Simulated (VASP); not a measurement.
A run of VASP 6.6.1:

The input POSCAR:

```
Sn
1.0
   -2.8801207477      2.8801207477      1.5666540120
    2.8801207477     -2.8801207477      1.5666540120
    2.8801207477      2.8801207477     -1.5666540120
Sn
2
Direct
    0.0000000000      0.0000000000      0.0000000000
    0.7500000000      0.2500000000      0.5000000000
```

Contents of INCAR.step1:

```
SYSTEM = Sn
  ALGO = Normal
  EDIFF = 1E-4
  ENCUT = 520
  GGA = PE
  ISMEAR = -1
  LASPH = .TRUE.
  LCHARG = .FALSE.
  LREAL = .FALSE.
  LWAVE = .TRUE.
  NBANDS = 21
  NELM = 80
  PREC = Accurate
  SIGMA = 0.05
```

File INCAR.step2:

```
SYSTEM = Sn
  ALGO = Normal
  EDIFF = 1E-6
  ENCUT = 520
  ISIF = 2
  ISMEAR = -1
  ISTART = 1
  LASPH = .TRUE.
  LCHARG = .FALSE.
  LMIXTAU = .TRUE.
  LREAL = .FALSE.
  LWAVE = .FALSE.
  METAGGA = R2SCAN
  NBANDS = 21
  NELM = 80
  PREC = Accurate
  SIGMA = 0.05
```

File KPOINTS:

```
k-points
0
G
  9 9 9
  0 0 0
```

Potentials or basis: VASP PAW PBE potentials, release 64 (Sn_d).

The run is started by

```bash
$ cat potpaw_PBE.64/Sn_d/POTCAR > POTCAR
$ cp INCAR.step1 INCAR
$ mpirun -np 1 vasp_std > vasp.out
$ cp INCAR.step2 INCAR
$ mpirun -np 1 vasp_std > vasp.out
```

Hardware: 1 thread of Intel(R) Xeon(R) Platinum 8259CL CPU @ 2.50GHz (Skylake/Cascade Lake) (shared host).

How long does it take, and how much memory?

Run time: 3.2 min on 1 thread of Intel(R) Xeon(R) Platinum 8259CL CPU @ 2.50GHz (Skylake/Cascade Lake) (shared host), peak memory 0.22 GiB. Counts: k points 75.
